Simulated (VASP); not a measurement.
# ScNb (P-6m2) in VASP: notebook

The runs below take ScNb through single point, with PBE.

Everything below comes from runs of VASP 6.6.1. Logs are shortened: lines on timing, memory, paths and dates and some standing lists are left out, and cuts for length are marked.

### Step 1. The cell of the first run

It takes space group P-6m2 (No. 187, hexagonal). The conventional cell has a = 3.066 Å, b = 3.066 Å, c = 5.072 Å, α = 90.00°, β = 90.00°, γ = 120.00°. Sc (site symmetry -6m2) has 6 Sc at 3.07 Å and 6 Nb at 3.09 Å within 4.0 Å. Within 4.0 Å of Nb (site symmetry -6m2) lie 6 Nb at 3.07 Å and 6 Sc at 3.09 Å.

### Step 2. Single point, PBE, collinear spin

File INCAR:

```
SYSTEM = ScNb
ALGO = Normal
EDIFF = 1E-6
ENCUT = 520
GGA = PE
ISIF = 2
ISMEAR = -1
ISPIN = 2
LASPH = .TRUE.
LCHARG = .FALSE.
LMAXMIX = 4
LORBIT = 11
LREAL = .FALSE.
LWAVE = .FALSE.
MAGMOM = 0.2 0.2
NBANDS = 23
NELM = 150
NUPDOWN = 0.4
PREC = Accurate
SIGMA = 0.08
```

File KPOINTS:

```
k-points
0
G
  14 14 8
  0 0 0
```

File POSCAR:

```
ScNb
1.0
    3.0656443612      0.0000000000      0.0000000000
   -1.5328221806      2.6549258957      0.0000000000
    0.0000000000      0.0000000000      5.0721940000
Sc Nb
1 1
Direct
    0.0000000000      0.0000000000      0.0000000000
    0.3333333333      0.6666666667      0.5000000000
```

Potentials or basis: VASP PAW PBE potentials, release 64 (Sc_sv, Nb_sv).

Command:

```
$ cat potpaw_PBE.64/Sc_sv/POTCAR potpaw_PBE.64/Nb_sv/POTCAR > POTCAR
$ mpirun -np 1 vasp_std > vasp.out
```

OUTCAR:

```text
SYSTEM = ScNb
   EDIFF = 1E-6
   ENCUT = 520
   GGA = PE
   ISIF = 2
   ISMEAR = -1
   ISPIN = 2
   LASPH = .TRUE.
   LORBIT = 11
   LREAL = .FALSE.
   NELM = 150
   NUPDOWN = 0.4
   PREC = Accurate

 ion  position               nearest neighbor table
   1  0.000  0.000  0.000-   2 3.09   2 3.09   2 3.09   2 3.09   2 3.09   2 3.09
   2  0.333  0.667  0.500-   1 3.09   1 3.09   1 3.09   1 3.09   1 3.09   1 3.09

  LATTYP: Found a hexagonal cell.
 ALAT       =     3.0656443612
 C/A-ratio  =     1.6545278585

  Lattice vectors:

 A1 = (   3.0656443612,   0.0000000000,   0.0000000000)
 A2 = (  -1.5328221806,   2.6549258957,   0.0000000000)
 A3 = (   0.0000000000,   0.0000000000,   5.0721940000)

Analysis of symmetry for initial positions (statically):
=====================================================================
 Subroutine PRICEL returns:
 Original cell was already a primitive cell.

 Routine SETGRP: Setting up the symmetry group for a
 hexagonal supercell.

 Subroutine GETGRP returns: Found 12 space group operations
 (whereof 12 operations were pure point group operations)
 out of a pool of 24 trial point group operations.

The static configuration has the point symmetry D_3h.

Analysis of symmetry for dynamics (positions and initial velocities):
=====================================================================
 Subroutine PRICEL returns:
 Original cell was already a primitive cell.

 Routine SETGRP: Setting up the symmetry group for a
 hexagonal supercell.

 Subroutine GETGRP returns: Found 12 space group operations
 (whereof 12 operations were pure point group operations)
 out of a pool of 24 trial point group operations.

The dynamic configuration has the point symmetry D_3h.

Analysis of structural, dynamic, and magnetic symmetry:
=====================================================================
 Subroutine PRICEL returns:
 Original cell was already a primitive cell.

 Routine SETGRP: Setting up the symmetry group for a
 hexagonal supercell.

 Subroutine GETGRP returns: Found 12 space group operations
 (whereof 12 operations were pure point group operations)
 out of a pool of 24 trial point group operations.

The overall configuration has the point symmetry D_3h.

 Subroutine INISYM returns: Found 12 space group operations
 (whereof 12 operations are pure point group operations),
 and found     1 'primitive' translations

----------------------------------------------------------------------------------------

                                     Primitive cell

  volume of cell :      41.2829

  direct lattice vectors                    reciprocal lattice vectors
     3.065644361  0.000000000  0.000000000     0.326195697  0.188329174  0.000000000
    -1.532822181  2.654925896  0.000000000     0.000000000  0.376658347  0.000000000
     0.000000000  0.000000000  5.072194000     0.000000000  0.000000000  0.197153342

  length of vectors
     3.065644361  3.065644361  5.072194000     0.376658347  0.376658347  0.197153342

  position of ions in fractional coordinates (direct lattice)
     0.000000000  0.000000000  0.000000000
     0.333333333  0.666666667  0.500000000

  ion indices of the primitive-cell ions
   primitive index   ion index
                 1           1
                 2           2

----------------------------------------------------------------------------------------

 KPOINTS: k-points

Automatic generation of k-mesh.
 Grid dimensions read from file:
 generate k-points for:   14   14    8

 Generating k-lattice:

  Cartesian coordinates                     Fractional coordinates (reciprocal lattice)
     0.023299693  0.013452084  0.000000000     0.071428571 -0.000000000  0.000000000
     0.000000000  0.026904168  0.000000000     0.000000000  0.071428571  0.000000000
     0.000000000  0.000000000  0.024644168     0.000000000  0.000000000  0.125000000

  Length of vectors
     0.026904168  0.026904168  0.024644168

  Shift w.r.t. Gamma in fractional coordinates (k-lattice)
     0.000000000  0.000000000  0.000000000

 Subroutine IBZKPT returns following result:
 ===========================================

 Found    120 irreducible k-points:

 Following reciprocal coordinates:
            Coordinates               Weight
  0.000000  0.000000  0.000000      1.000000
  0.071429  0.000000  0.000000      6.000000
  0.142857  0.000000  0.000000      6.000000
  0.214286  0.000000  0.000000      6.000000
  0.285714  0.000000  0.000000      6.000000
  0.357143  0.000000  0.000000      6.000000
[... 16 lines left out ...]
  0.285714  0.285714  0.000000      6.000000
  0.357143  0.285714  0.000000      6.000000
 [... further k-points ...]
   k-points           NKPTS =    120   k-points in BZ     NKDIM =    120   number of bands    NBANDS=     23
   number of dos      NEDOS =    301   number of ions     NIONS =      2
   total plane-waves  NPLWV =  23040
   dimension x,y,z NGX =    24 NGY =   24 NGZ =   40
   dimension x,y,z NGXF=    48 NGYF=   48 NGZF=   80
   ions per type =               1   1
   NGX,Y,Z   is equivalent  to a cutoff of  13.01, 13.01, 13.11 a.u.
   NGXF,Y,Z  is equivalent  to a cutoff of  26.03, 26.03, 26.22 a.u.
 SYSTEM =  ScNb
   PREC   = accura    normal or accurate (medium, high low for compatibility)
   ISTART =      0    job   : 0-new  1-cont  2-samecut
   ICHARG =      2    charge: 1-file 2-atom 10-const
   ISPIN  =      2    spin polarized calculation?
   LNONCOLLINEAR =      F non collinear calculations
   LSORBIT =      F    spin-orbit coupling
   LASPH  =      T    aspherical Exc in radial PAW
   ENCUT  =  520.0 eV  38.22 Ry    6.18 a.u.   5.70  5.70  9.43*2*pi/ulx,y,z
   NELM   =    150;   NELMIN=  2; NELMDL= -5     # of ELM steps
   EDIFF  = 0.1E-05   stopping-criterion for ELM
   LREAL  =      F    real-space projection
   EDIFFG = 0.1E-04   stopping-criterion for IOM
   NSW    =      0    number of steps for IOM
   IBRION =     -1    ionic relax: 0-MD 1-quasi-New 2-CG
   NFREE  =      0    steps in history (QN), initial steepest desc. (CG)
   ISIF   =      2    stress and relaxation
   ISYM   =      2    0-nonsym 1-usesym 2-fastsym
   POTIM  = 0.5000    time-step for ionic-motion
   TEBEG  =    0.0;   TEEND  =   0.0 temperature during run
   PSTRESS=    0.0 pullay stress
   NELECT =      24.0000    total number of electrons
   NUPDOWN=       0.4000    fix difference up-down
   EMIN   =  10.00;   EMAX   =-10.00  energy-range for DOS
   EFERMI =   0.00;   METHOD = LEGACY
   ISMEAR =    -1;   SIGMA  =   0.08  broadening in eV -4-tet -1-fermi 0-gaus
   EFERMI_NEDOS =   21; number of points for ismear=-14 and -15
   IALGO  =     38    algorithm
   IMIX   =      4    mixing-type and parameters
     AMIX     =   0.40;   BMIX     =  1.00
     AMIX_MAG =   1.60;   BMIX_MAG =  1.00
  volume/ion in A,a.u.               =      20.64       139.30
  Fermi-wavevector in a.u.,A,eV,Ry     =   1.366329  2.581987 25.400097  1.866854
  Thomas-Fermi vector in A             =   2.492479
   LORBIT       =     11    0 simple, 1 ext, 2 COOP (PROOUT), +10 PAW based schemes
   GGA     = PE    functional components
   LHFCALC =     F    Hartree Fock is set to
   AEXX    =    0.0000 exact exchange contribution
   IVDW    =     0    specifies the selected vdW correction
   LEPSILON=     F    determine dielectric tensor
   LRPA    =     F    only Hartree local field effects (RPA)
 spin polarized calculation
  energy-cutoff  :      520.00
  volume of cell :       41.28
 maximum number of plane-waves:      1128
 NGX is ok and might be reduce to    24
   NGX = 11   NGY = 11   NGZ = 19

 number of electron      24.0000000 magnetization       0.4000000

 Free energy of the ion-electron system (eV)
  ---------------------------------------------------
  ext. energy  EPLUGINS =         0.00000000
  ---------------------------------------------------
  free energy    TOTEN  =       -16.06225786 eV

  energy without entropy =      -16.00900624  energy(sigma->0) =      -16.03563205

 E-fermi :   7.1277     XC(G=0): -11.2122

 val. band max:        7.3222285454   @ k =   0.2857   0.1429   0.5000
 cond. band min:       7.1330137323   @ k =   0.3571   0.1429   0.3750
 fundamental gap:     -0.1892148130
 Fermi energy:         7.3302024937

 spin component 1

 k-point     1 :       0.0000    0.0000    0.0000
  band No.  band energies     occupation
      1     -47.5453      1.00000
      2     -41.8570      1.00000
      3     -23.6924      1.00000
      4     -23.1881      1.00000
      5     -23.1881      1.00000
      6     -20.4520      1.00000
[... 15 lines left out ...]
     22      19.5341      0.00000
     23      21.1714      0.00000
[... 575 lines left out ...]
      1     -47.4429      1.00000
      2     -41.7610      1.00000
      3     -23.7254      1.00000
      4     -23.6202      1.00000
      5     -23.5361      1.00000
      6     -20.6555      1.00000
[... 15 lines left out ...]
     22      18.3458      0.00000
     23      18.7103      0.00000

 [... further k-points ...]

 spin component 2

 k-point     1 :       0.0000    0.0000    0.0000
  band No.  band energies     occupation
      1     -47.4319      1.00000
      2     -41.7960      1.00000
      3     -23.5696      1.00000
      4     -23.0578      1.00000
      5     -23.0578      1.00000
      6     -20.3920      1.00000
[... 15 lines left out ...]
     22      19.6756      0.00000
     23      21.3393      0.00000
[... 575 lines left out ...]
      1     -47.3300      1.00000
      2     -41.7005      1.00000
      3     -23.5926      1.00000
      4     -23.4879      1.00000
      5     -23.4135      1.00000
      6     -20.5905      1.00000
[... 15 lines left out ...]
     22      18.4927      0.00000
     23      18.8198      0.00000

 [... further k-points ...]

------------------------ aborting loop because EDIFF is reached ----------------------------------------

  FORCE on cell =-STRESS in cart. coord.  units (eV):
  Direction    XX          YY          ZZ          XY          YZ          ZX
  --------------------------------------------------------------------------------------
  -------------------------------------------------------------------------------------
  Total        0.0005671      0.0005671     -0.1270548      0.0000000      0.0000000     -0.0000000
  in kB        0.0220091      0.0220091     -4.9309621      0.0000000      0.0000000     -0.0000000
  external PRESSURE =      -1.6289813 kB  Pullay stress =       0.0000000 kB

 VOLUME and BASIS-vectors are now :
 -----------------------------------------------------------------------------
  energy-cutoff  :      520.00
  volume of cell :       41.28
      direct lattice vectors                 reciprocal lattice vectors
     3.065644361  0.000000000  0.000000000     0.326195697  0.188329174  0.000000000
    -1.532822181  2.654925896  0.000000000     0.000000000  0.376658347  0.000000000
     0.000000000  0.000000000  5.072194000     0.000000000  0.000000000  0.197153342

 POSITION                                       TOTAL-FORCE (eV/Angst)
 -----------------------------------------------------------------------------------
      0.00000      0.00000      0.00000         0.000000      0.000000      0.000000
     -0.00000      1.76995      2.53610        -0.000000      0.000000      0.000000
 -----------------------------------------------------------------------------------
    total drift:                                0.000000     -0.000000     -0.000000

  FREE ENERGIE OF THE ION-ELECTRON SYSTEM (eV)
  ---------------------------------------------------
  free  energy   TOTEN  =       -16.0622578585 eV

  energy  without entropy=      -16.0090062418  energy(sigma->0) =      -16.03563205

 total charge

# of ion       s       p       d       tot
------------------------------------------
    1        2.293   6.149   1.094   9.537
    2        2.216   5.978   2.380  10.575
--------------------------------------------------
tot          4.510  12.128   3.475  20.112

 magnetization (x)

# of ion       s       p       d       tot
------------------------------------------
    1        0.003   0.014   0.069   0.085
    2        0.002   0.008   0.162   0.171
--------------------------------------------------
tot          0.004   0.022   0.230   0.256
```

It took 78 s on 1 thread of Intel Xeon 6975P-C (Granite Rapids), shared host; peak memory 0.3 GiB.

What came out:

* Free energy: -16.0623 eV
* Pressure: -0.2 GPa
* Net moment: 0.40 μB per cell
* Site moments: Sc +0.09; Nb +0.17 μB
* Valence electrons inside the program's atomic spheres: Sc 9.54; Nb 10.57

Caveat: the total moment is fixed, so each spin has its own Fermi level and the state may be an excited one.

(Continued in part 2 of 2.)
